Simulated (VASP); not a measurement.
Set up this calculation in VASP 6.6.1, as the native input.

| Quantity | Value |
| --- | --- |
| Task | single point |
| Functional | PBEsol |
| Dispersion | D3(BJ) |
| Potentials or basis | VASP PAW PBE potentials, release 64 (Pd) |
| Cutoff | 520 eV |
| k mesh | 12 × 12 × 12 |
| Occupations | fermi-dirac, width 0.05 eV |
| Spin | no spin polarisation |
| Dipole correction | no |
| Further INCAR settings | ALGO = Normal; EDIFF = 1e-06; NBANDS = 11 |

The structure of Pd lies in POSCAR:

```
Pd
1.0
    0.0000000000      1.9152970267      1.9152970267
    1.9152970267      0.0000000000      1.9152970267
    1.9152970267      1.9152970267      0.0000000000
Pd
1
Direct
    0.0000000000      0.0000000000      0.0000000000
```

These files were run (other wordings do the same):

INCAR

```
SYSTEM = Pd
PREC = Accurate ; ENCUT = 520
EDIFF = 1E-6 ; ISMEAR = -1
SIGMA = 0.05 ; LREAL = .FALSE.
LASPH = .TRUE. ; NELM = 100
ALGO = Normal ; ISIF = 2
LWAVE = .FALSE. ; LCHARG = .TRUE.
GGA = PS ; IVDW = 12
LELF = .TRUE. ; LVHAR = .TRUE.
NBANDS = 11
```

KPOINTS

```
Automatic mesh
0
G
  12 12 12
  0 0 0
```

Potentials or basis: VASP PAW PBE potentials, release 64 (Pd).

Run with:

```bash
$ cat potpaw_PBE.64/Pd/POTCAR > POTCAR
$ mpirun -np 1 vasp_std > vasp.out
```

It gave:

- Pressure: -0.4 GPa
- Band gap on the k mesh: zero (band 5 reaches 10.78 eV, above the bottom of band 6 at 9.06 eV)
- Dispersion energy per atom: -0.653 eV

Caveat: the PAW data sets were made with another functional, which shifts forces and pressure a little; pairwise dispersion overbinds metals, which lowers pressure and volume.

Wall time 13 s on 1 thread of Intel Xeon 8259CL, with other jobs on the host, peak memory 0.14 GiB.
